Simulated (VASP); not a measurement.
## CoSn: single point with PBE

CoSn:

```
Co Sn
1.0
     5.29570    0.00000    0.00000
    -2.64785    4.58621    0.00000
     0.00000    0.00000    4.23120
Co Sn
3 3
Direct
  0.00000 0.50000 0.00000
  0.50000 0.50000 0.00000
  0.50000 0.00000 0.00000
  0.66667 0.33333 0.50000
  0.33333 0.66667 0.50000
  0.00000 0.00000 0.00000
```

| Quantity | Value |
| --- | --- |
| Program | VASP 6.6.1 |
| Task | single point |
| Functional | PBE |
| Potentials or basis | VASP PAW PBE potentials, release 64 (Co, Sn_d) |
| Cutoff | 520 eV |
| k mesh | 10 × 10 × 10 |
| Occupations | gaussian, width 0.05 eV |
| Spin | no spin polarisation |
| Dipole correction | no |
| k mesh for the DOS | 15 × 15 × 15 |
| Occupations for the DOS | tetrahedron |
| Further INCAR settings | ALGO = Fast; EDIFF = 1e-06 |

* Valence electrons inside the program's atomic spheres: Co 8.31; Sn 12.43, 12.29 (each value once)

Levels at points of the mesh, in eV from the Fermi level:
```
           k point  band 32  band 33  band 34  band 35  band 36  band 37
(0.00, 0.00, 0.00)    -0.43    -0.40    -0.40     0.50     0.58     1.34
```

It took 25 min on 1 thread of Oxide Virtual Turin-like Processor (shared host), peak memory 0.72 GiB.

Caveat: spin-orbit coupling is left out, which moves the levels of the heavy elements; the run has no spin polarisation, though such a crystal can be magnetic. Spin polarisation is off, so any magnetic state and its effect on volume and gap are missing.
